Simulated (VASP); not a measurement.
A run of VASP 6.6.1:

Contents of INCAR:

```
PREC = Accurate
ENCUT = 600
EDIFF = 1E-6
ISMEAR = 0
SIGMA = 0.1
LREAL = F
LASPH = T
NELM = 100
ALGO = Normal
ISIF = 3
LWAVE = F
LCHARG = F
GGA = PE
IVDW = 12
IBRION = 2
NSW = 90
EDIFFG = -0.04
```

Contents of KPOINTS:

```
Automatic mesh
0
Gamma
  3 3 4
```

POSCAR

```
InSe8
1.0
    7.7415707000      0.0000000000      0.0000000000
   -3.8707853500      6.7043968900      0.0000000000
    0.0000000000      0.0000000000      4.3732966100
In Se
1 8
Direct
    0.0000000000      0.0000000000      0.5000000000
    0.3333333300      0.1666666700      0.1454602200
    0.3333333300      0.6666666700      0.1454602200
    0.8333333300      0.1666666700      0.1454602200
    0.8333333300      0.6666666700      0.1454602200
    0.1666666700      0.3333333300      0.8545397800
    0.1666666700      0.8333333300      0.8545397800
    0.6666666700      0.3333333300      0.8545397800
    0.6666666700      0.8333333300      0.8545397800
```

Potentials or basis: VASP PAW PBE potentials, release 64 (In_d, Se).

The run is started by

```bash
$ cat potpaw_PBE.64/In_d/POTCAR potpaw_PBE.64/Se/POTCAR > POTCAR
$ mpirun -np 1 vasp_std > vasp.out
```

Hardware: 1 thread of AMD EPYC 9R45 96-Core Processor (Zen 5), on a shared host.

**Question.** How long does it take, and how much memory?

**Answer.** Wall time 64 min on 1 thread of AMD EPYC 9R45 96-Core Processor (Zen 5) (shared host), peak memory 0.44 GiB. Counts: scf iterations 531, k points 10, ion steps 63.
